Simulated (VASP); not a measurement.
# Ru (Fm-3m) in VASP: notebook

The runs below take Ru through single point, with r2SCAN.

Everything below comes from runs of VASP 6.6.1. Logs are shortened: lines on timing, memory, paths and dates and some standing lists are left out, and cuts for length are marked.

### Step 1. The cell of the first run

The structure is cubic, space group Fm-3m (No. 225). The conventional cell has a = 3.784 Å, b = 3.784 Å, c = 3.784 Å, α = 90.00°, β = 90.00°, γ = 90.00°. Ru (site symmetry m-3m) has 12 Ru at 2.68 Å within 3.5 Å.

This isn't the form of Ru at room conditions, which is hcp.

### Step 2. Single point, r2SCAN (13.55 Å³/atom)

Contents of POSCAR:

```
Ru
1.0
    0.0000000000      1.8922456740      1.8922456740
    1.8922456740      0.0000000000      1.8922456740
    1.8922456740      1.8922456740      0.0000000000
Ru
1
Direct
    0.0000000000      0.0000000000      0.0000000000
```

Contents of INCAR.step1:

```
SYSTEM = Ru
ALGO     = Normal         ! electronic algorithm
EDIFF    = 1E-5           ! SCF threshold, eV
ENCUT    = 620            ! plane-wave cutoff, eV
GGA      = PE             ! functional
GGA_COMPAT= .FALSE.      
ISMEAR   = 0              ! smearing method
LASPH    = .TRUE.         ! aspherical terms in the spheres
LCHARG   = .FALSE.        ! write CHGCAR
LREAL    = .FALSE.        ! projectors in reciprocal space
LWAVE    = .TRUE.         ! write WAVECAR
NBANDS   = 14             ! bands
NELM     = 120            ! most SCF steps
PREC     = Accurate       ! precision mode
SIGMA    = 0.05           ! smearing width, eV
```

Contents of INCAR.step2:

```
SYSTEM = Ru
ALGO     = Normal         ! electronic algorithm
EDIFF    = 1E-6           ! SCF threshold, eV
ENCUT    = 620            ! plane-wave cutoff, eV
GGA_COMPAT= .FALSE.      
ISIF     = 2              ! what is computed and relaxed
ISMEAR   = 0              ! smearing method
ISTART   = 1            
LASPH    = .TRUE.         ! aspherical terms in the spheres
LCHARG   = .FALSE.        ! write CHGCAR
LMIXTAU  = .TRUE.       
LREAL    = .FALSE.        ! projectors in reciprocal space
LWAVE    = .FALSE.        ! write WAVECAR
METAGGA  = R2SCAN         ! meta-GGA
NBANDS   = 14             ! bands
NELM     = 120            ! most SCF steps
PREC     = Accurate       ! precision mode
SIGMA    = 0.05           ! smearing width, eV
```

Contents of KPOINTS:

```
k-points
0
G
  18 18 18
  0 0 0
```

Potentials or basis: VASP PAW PBE potentials, release 64 (Ru_sv).

Run with:

```console
$ cat potpaw_PBE.64/Ru_sv/POTCAR > POTCAR
$ cp INCAR.step1 INCAR
$ mpirun -np 1 vasp_std > vasp.out
$ cp INCAR.step2 INCAR
$ mpirun -np 1 vasp_std > vasp.out
```

OUTCAR:

```text
SYSTEM = Ru
   EDIFF = 1E-6
   ENCUT = 620
   ISIF = 2
   ISMEAR = 0
   ISTART = 1
   LASPH = .TRUE.
   LREAL = .FALSE.
   METAGGA = R2SCAN
   NELM = 120
   PREC = Accurate

 ion  position               nearest neighbor table
   1  0.000  0.000  0.000-

  LATTYP: Found a face centered cubic cell.
 ALAT       =     3.7844913480

  Lattice vectors:

 A1 = (   0.0000000000,   1.8922456740,   1.8922456740)
 A2 = (   1.8922456740,   0.0000000000,   1.8922456740)
 A3 = (   1.8922456740,   1.8922456740,   0.0000000000)

Analysis of symmetry for initial positions (statically):
=====================================================================
 Subroutine PRICEL returns:
 Original cell was already a primitive cell.

 Routine SETGRP: Setting up the symmetry group for a
 face centered cubic supercell.

 Subroutine GETGRP returns: Found 48 space group operations
 (whereof 48 operations were pure point group operations)
 out of a pool of 48 trial point group operations.

The static configuration has the point symmetry O_h .

Analysis of symmetry for dynamics (positions and initial velocities):
=====================================================================
 Subroutine PRICEL returns:
 Original cell was already a primitive cell.

 Routine SETGRP: Setting up the symmetry group for a
 face centered cubic supercell.

 Subroutine GETGRP returns: Found 48 space group operations
 (whereof 48 operations were pure point group operations)
 out of a pool of 48 trial point group operations.

The dynamic configuration has the point symmetry O_h .

 Subroutine INISYM returns: Found 48 space group operations
 (whereof 48 operations are pure point group operations),
 and found     1 'primitive' translations

----------------------------------------------------------------------------------------

                                     Primitive cell

  volume of cell :      13.5507

  direct lattice vectors                    reciprocal lattice vectors
     0.000000000  1.892245674  1.892245674    -0.264236302  0.264236302  0.264236302
     1.892245674  0.000000000  1.892245674     0.264236302 -0.264236302  0.264236302
     1.892245674  1.892245674  0.000000000     0.264236302  0.264236302 -0.264236302

  length of vectors
     2.676039496  2.676039496  2.676039496     0.457670701  0.457670701  0.457670701

  position of ions in fractional coordinates (direct lattice)
     0.000000000  0.000000000  0.000000000

  ion indices of the primitive-cell ions
   primitive index   ion index
                 1           1

----------------------------------------------------------------------------------------

 KPOINTS: k-points

Automatic generation of k-mesh.
 Grid dimensions read from file:
 generate k-points for:   18   18   18

 Generating k-lattice:

  Cartesian coordinates                     Fractional coordinates (reciprocal lattice)
    -0.014679795  0.014679795  0.014679795     0.055555556  0.000000000  0.000000000
     0.014679795 -0.014679795  0.014679795     0.000000000  0.055555556  0.000000000
     0.014679795  0.014679795 -0.014679795     0.000000000  0.000000000  0.055555556

  Length of vectors
     0.025426150  0.025426150  0.025426150

  Shift w.r.t. Gamma in fractional coordinates (k-lattice)
     0.000000000  0.000000000  0.000000000

 Subroutine IBZKPT returns following result:
 ===========================================

 Found    195 irreducible k-points:

 Following reciprocal coordinates:
            Coordinates               Weight
  0.000000  0.000000  0.000000      1.000000
  0.055556  0.000000  0.000000      8.000000
  0.111111  0.000000  0.000000      8.000000
  0.166667  0.000000  0.000000      8.000000
  0.222222  0.000000  0.000000      8.000000
  0.277778  0.000000  0.000000      8.000000
[... 16 lines left out ...]
 -0.277778  0.055556  0.000000     24.000000
 -0.222222  0.055556  0.000000     24.000000
 [... further k-points ...]
   k-points           NKPTS =    195   k-points in BZ     NKDIM =    195   number of bands    NBANDS=     14
   number of dos      NEDOS =    301   number of ions     NIONS =      1
   total plane-waves  NPLWV =  13824
   dimension x,y,z NGX =    24 NGY =   24 NGZ =   24
   dimension x,y,z NGXF=    48 NGYF=   48 NGZF=   48
   ions per type =               1
   NGX,Y,Z   is equivalent  to a cutoff of  14.91, 14.91, 14.91 a.u.
   NGXF,Y,Z  is equivalent  to a cutoff of  29.82, 29.82, 29.82 a.u.
 SYSTEM =  Ru
   PREC   = accura    normal or accurate (medium, high low for compatibility)
   ISTART =      1    job   : 0-new  1-cont  2-samecut
   ICHARG =      0    charge: 1-file 2-atom 10-const
   ISPIN  =      1    spin polarized calculation?
   LNONCOLLINEAR =      F non collinear calculations
   LSORBIT =      F    spin-orbit coupling
   LASPH  =      T    aspherical Exc in radial PAW
   ENCUT  =  620.0 eV  45.57 Ry    6.75 a.u.   5.43  5.43  5.43*2*pi/ulx,y,z
   NELM   =    120;   NELMIN=  2; NELMDL=  0     # of ELM steps
   EDIFF  = 0.1E-05   stopping-criterion for ELM
   LREAL  =      F    real-space projection
   EDIFFG = 0.1E-04   stopping-criterion for IOM
   NSW    =      0    number of steps for IOM
   IBRION =     -1    ionic relax: 0-MD 1-quasi-New 2-CG
   NFREE  =      0    steps in history (QN), initial steepest desc. (CG)
   ISIF   =      2    stress and relaxation
   ISYM   =      2    0-nonsym 1-usesym 2-fastsym
   POTIM  = 0.5000    time-step for ionic-motion
   TEBEG  =    0.0;   TEEND  =   0.0 temperature during run
   PSTRESS=    0.0 pullay stress
   NELECT =      16.0000    total number of electrons
   NUPDOWN=      -1.0000    fix difference up-down
   EMIN   =  10.00;   EMAX   =-10.00  energy-range for DOS
   EFERMI =   0.00;   METHOD = LEGACY
   ISMEAR =     0;   SIGMA  =   0.05  broadening in eV -4-tet -1-fermi 0-gaus
   EFERMI_NEDOS =   21; number of points for ismear=-14 and -15
   IALGO  =     38    algorithm
   IMIX   =      4    mixing-type and parameters
     AMIX     =   0.40;   BMIX     =  1.00
     AMIX_MAG =   1.60;   BMIX_MAG =  1.00
  volume/ion in A,a.u.               =      13.55        91.44
  Fermi-wavevector in a.u.,A,eV,Ry     =   1.730323  3.269837 40.736107  2.994019
  Thomas-Fermi vector in A             =   2.804901
   LORBIT       =      0    0 simple, 1 ext, 2 COOP (PROOUT), +10 PAW based schemes
   METAGGA = R2SCAN    functional components
   LHFCALC =     F    Hartree Fock is set to
   AEXX    =    0.0000 exact exchange contribution
   IVDW    =     0    specifies the selected vdW correction
   LEPSILON=     F    determine dielectric tensor
   LRPA    =     F    only Hartree local field effects (RPA)
 non-spin polarized calculation
 Gauss-broadening in eV      SIGMA  =   0.05
  energy-cutoff  :      620.00
  volume of cell :       13.55
 maximum number of plane-waves:       531
 NGX is ok and might be reduce to    24
   NGX = 11   NGY = 11   NGZ = 11

 number of electron      16.0000002 magnetization

 Free energy of the ion-electron system (eV)
  ---------------------------------------------------
  ext. energy  EPLUGINS =         0.00000000
  ---------------------------------------------------
  free energy    TOTEN  =       -25.35004209 eV

  energy without entropy =      -25.34879366  energy(sigma->0) =      -25.34941788

 E-fermi :  14.9328     XC(G=0): -15.5458

 val. band max:       14.9266034007   @ k =   0.1111   0.0556   0.0000
 cond. band min:      14.9412715119   @ k =   0.3333   0.2778   0.0000
 fundamental gap:      0.0146681112
 Fermi energy:        14.9328053014

 k-point     1 :       0.0000    0.0000    0.0000
  band No.  band energies     occupation
      1     -60.2283      2.00000
      2     -28.7734      2.00000
      3     -28.7734      2.00000
      4     -28.7734      2.00000
      5       6.7283      2.00000
      6      12.3062      2.00000
      7      12.3062      2.00000
      8      12.3062      2.00000
      9      14.8518      1.97798
     10      14.8518      1.97798
     11      30.5865      0.00000
     12      36.6577      0.00000
     13      36.6577      0.00000
     14      36.6577      0.00000

 k-point     2 :       0.0556    0.0000    0.0000
  band No.  band energies     occupation
      1     -60.2222      2.00000
      2     -28.8098      2.00000
      3     -28.7780      2.00000
      4     -28.7780      2.00000
      5       6.8675      2.00000
      6      12.2319      2.00000
      7      12.3648      2.00000
      8      12.3648      2.00000
      9      14.8140      1.99922
     10      14.8140      1.99922
     11      30.8185      0.00000
     12      35.9849      0.00000
     13      36.8803      0.00000
     14      36.8803      0.00000

 k-point     3 :       0.1111    0.0000    0.0000
  band No.  band energies     occupation
      1     -60.2050      2.00000
      2     -28.9144      2.00000
      3     -28.7916      2.00000
      4     -28.7916      2.00000
      5       7.2646      2.00000
      6      12.0458      2.00000
      7      12.5175      2.00000
      8      12.5175      2.00000
      9      14.7311      2.00000
     10      14.7311      2.00000
     11      31.4520      0.00000
     12      34.5849      0.00000
     13      37.5280      0.00000
     14      37.5280      0.00000

 k-point     4 :       0.1667    0.0000    0.0000
  band No.  band energies     occupation
      1     -60.1786      2.00000
      2     -29.0727      2.00000
      3     -28.8123      2.00000
      4     -28.8123      2.00000
      5       7.8456      2.00000
      6      11.8594      2.00000
      7      12.6864      2.00000
      8      12.6864      2.00000
      9      14.6997      2.00000
     10      14.6997      2.00000
     11      32.2545      0.00000
     12      33.0985      0.00000
     13      38.5471      0.00000
     14      38.5471      0.00000

 k-point     5 :       0.2222    0.0000    0.0000
  band No.  band energies     occupation
      1     -60.1460      2.00000
      2     -29.2641      2.00000
      3     -28.8376      2.00000
      4     -28.8376      2.00000
      5       8.4415      2.00000
      6      11.8762      2.00000
      7      12.7498      2.00000
      8      12.7498      2.00000
      9      14.8566      1.96891
     10      14.8566      1.96891
     11      31.5372      0.00000
[... 276 lines left out ...]
 k-point    22 :      -0.3333    0.0556    0.0000
  band No.  band energies     occupation
      1     -60.0652      2.00000
      2     -29.6985      2.00000
      3     -28.9350      2.00000
      4     -28.8885      2.00000
      5       8.9424      2.00000
      6      12.3685      2.00000
      7      12.4991      2.00000
      8      13.4298      2.00000
      9      15.6368      0.00000
     10      16.5997      0.00000
     11      28.3398      0.00000
     12      31.7768      0.00000
     13      38.0359      0.00000
     14      39.9082      0.00000

 k-point    23 :      -0.2778    0.0556    0.0000
  band No.  band energies     occupation
      1     -60.0961      2.00000
      2     -29.5274      2.00000
      3     -28.9127      2.00000
      4     -28.8617      2.00000
      5       8.9642      2.00000
      6      12.3752      2.00000
      7      12.6266      2.00000
      8      12.6822      2.00000
      9      15.0468      0.00127
     10      15.9736      0.00000
     11      29.8024      0.00000
     12      32.7143      0.00000
     13      39.1450      0.00000
     14      40.8066      0.00000

 k-point    24 :      -0.2222    0.0556    0.0000
  band No.  band energies     occupation
      1     -60.1304      2.00000
      2     -29.3347      2.00000
      3     -28.8850      2.00000
      4     -28.8343      2.00000
      5       8.7174      2.00000
      6      11.8096      2.00000
      7      12.7463      2.00000
      8      12.8213      2.00000
      9      14.5802      2.00000
     10      15.4287      0.00000
     11      31.1962      0.00000
     12      33.1662      0.00000
     13      39.0755      0.00000
     14      40.8514      0.00000

 [... further k-points ...]

------------------------ aborting loop because EDIFF is reached ----------------------------------------

  FORCE on cell =-STRESS in cart. coord.  units (eV):
  Direction    XX          YY          ZZ          XY          YZ          ZX
  --------------------------------------------------------------------------------------
  -------------------------------------------------------------------------------------
  Total        0.0070243      0.0070243      0.0070243      0.0000000     -0.0000000      0.0000000
  in kB        0.8305221      0.8305221      0.8305221      0.0000000     -0.0000000      0.0000000
  external PRESSURE =       0.8305221 kB  Pullay stress =       0.0000000 kB

 VOLUME and BASIS-vectors are now :
 -----------------------------------------------------------------------------
  energy-cutoff  :      620.00
  volume of cell :       13.55
      direct lattice vectors                 reciprocal lattice vectors
     0.000000000  1.892245674  1.892245674    -0.264236302  0.264236302  0.264236302
     1.892245674  0.000000000  1.892245674     0.264236302 -0.264236302  0.264236302
     1.892245674  1.892245674  0.000000000     0.264236302  0.264236302 -0.264236302

 POSITION                                       TOTAL-FORCE (eV/Angst)
 -----------------------------------------------------------------------------------
      0.00000      0.00000      0.00000         0.000000      0.000000      0.000000
 -----------------------------------------------------------------------------------
    total drift:                               -0.000000      0.000000     -0.000000

  FREE ENERGIE OF THE ION-ELECTRON SYSTEM (eV)
  ---------------------------------------------------
  free  energy   TOTEN  =       -25.3500420870 eV

  energy  without entropy=      -25.3487936631  energy(sigma->0) =      -25.34941788
```

It took 43 s on 1 thread of Intel Xeon 6975P-C (Granite Rapids), shared host; peak memory 0.17 GiB.

What came out:

| Item | Value |
| --- | --- |
| Free energy | -25.3500 eV |
| Pressure | 0.1 GPa |
| Band gap on the k mesh | zero (bands 8 and 9 overlap by 3.60 eV) |

Caveat: the PAW data sets were made with another functional, which shifts forces and pressure a little.

### Step 3. Single point, r2SCAN (13.28 Å³/atom)

This run uses another cell than the first one, of 13.28 Å³/atom.

Contents of POSCAR:

```
Ru
1.0
    0.0000000000      1.8793330470      1.8793330470
    1.8793330470      0.0000000000      1.8793330470
    1.8793330470      1.8793330470      0.0000000000
Ru
1
Direct
    0.0000000000      0.0000000000      0.0000000000
```

Contents of INCAR.step1:

```
PREC     = Accurate       # precision mode
ENCUT    = 620            # plane-wave cutoff, eV
ISMEAR   = 0              # smearing method
SIGMA    = 0.05           # smearing width, eV
LREAL    = False          # projectors in reciprocal space
LASPH    = True           # aspherical terms in the spheres
NELM     = 120            # most SCF steps
NBANDS   = 14             # bands
GGA      = PE             # functional
ALGO     = Normal         # electronic algorithm
EDIFF    = 1E-5           # SCF threshold, eV
LWAVE    = True           # write WAVECAR
LCHARG   = False          # write CHGCAR
GGA_COMPAT= False
```

Contents of INCAR.step2:

```
PREC     = Accurate       # precision mode
ENCUT    = 620            # plane-wave cutoff, eV
EDIFF    = 1E-6           # SCF threshold, eV
ISMEAR   = 0              # smearing method
SIGMA    = 0.05           # smearing width, eV
LREAL    = False          # projectors in reciprocal space
LASPH    = True           # aspherical terms in the spheres
NELM     = 120            # most SCF steps
ALGO     = Normal         # electronic algorithm
ISIF     = 2              # what is computed and relaxed
LWAVE    = False          # write WAVECAR
LCHARG   = False          # write CHGCAR
METAGGA  = R2SCAN         # meta-GGA
LMIXTAU  = True         
NBANDS   = 14             # bands
ISTART   = 1            
GGA_COMPAT= False
```

Contents of KPOINTS:

```
Automatic mesh
0
Gamma
  18 18 18
```

Potentials or basis: VASP PAW PBE potentials, release 64 (Ru_sv).

Run with:

```console
$ cat potpaw_PBE.64/Ru_sv/POTCAR > POTCAR
$ cp INCAR.step1 INCAR
$ mpirun -np 1 vasp_std > vasp.out
$ cp INCAR.step2 INCAR
$ mpirun -np 1 vasp_std > vasp.out
```

Wall time 2.5 min (1 thread of AMD EPYC 7R13 (Zen 3), shared host); peak memory 0.14 GiB.

Results (log left out):

```
Free energy            : -25.3436 eV
Pressure               : 7.3 GPa
Band gap on the k mesh : zero (bands 8 and 9 overlap by 3.72 eV)
```

Levels at points of the mesh, in eV from the Fermi level:
| k point | band 6 | band 7 | band 8 | band 9 | band 10 | band 11 |
| --- | --- | --- | --- | --- | --- | --- |
| (0.00, 0.00, 0.00) | -2.71 | -2.71 | -2.71 | -0.08 | -0.08 | 15.64 |
| (0.50, 0.00, 0.00) | -2.85 | -2.85 | 1.16 | 1.94 | 1.94 | 10.92 |
| (0.50, 0.50, 0.00) | -6.33 | 1.89 | 2.51 | 2.51 | 3.97 | 14.35 |

Caveat: the cell stands under pressure; the PAW data sets were made with another functional, which shifts forces and pressure a little.
